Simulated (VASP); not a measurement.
TaN, 2 atoms in the cell. Symmetry: P-6m2, No. 187, hexagonal system. Conventional cell: a = 2.938 Å, b = 2.938 Å, c = 2.883 Å, α = 90.00°, β = 90.00°, γ = 120.00°. Within 3.0 Å of Ta (site symmetry -6m2) lie 6 N at 2.23 Å and 8 Ta at 2.88 to 2.94 Å. N (site symmetry -6m2) has 6 Ta at 2.23 Å and 8 N at 2.88 to 2.94 Å within 3.0 Å. 

- Program: VASP 6.6.1
- Task: elastic constants
- Functional: PBEsol
- Potentials or basis: VASP PAW PBE potentials, release 64 (Ta_pv, N)
- Cutoff: 600 eV
- k mesh: 7 × 7 × 7
- Occupations: fermi-dirac, width 0.05 eV
- Spin: no spin polarisation
- Dipole correction: no
- Ions in elastic constants: relaxed
- Further INCAR settings: ALGO = Normal; EDIFF = 1e-08; IBRION = 6; POTIM = 0.015; NSW = 1; ISIF = 3

Potentials or basis: VASP PAW PBE potentials, release 64 (Ta_pv, N).

Run with:

```console
$ cat potpaw_PBE.64/Ta_pv/POTCAR potpaw_PBE.64/N/POTCAR > POTCAR
$ mpirun -np 1 vasp_std > vasp.out
```

Hardware: 1 thread of Intel(R) Xeon(R) Platinum 8559C (Emerald Rapids), with other jobs on the host.

Question: How long does it take, and how much memory?

Answer: It took 2 min on 1 thread of Intel(R) Xeon(R) Platinum 8559C (Emerald Rapids) (shared host), peak memory 0.19 GiB. Counts: scf iterations 215, k points 32.
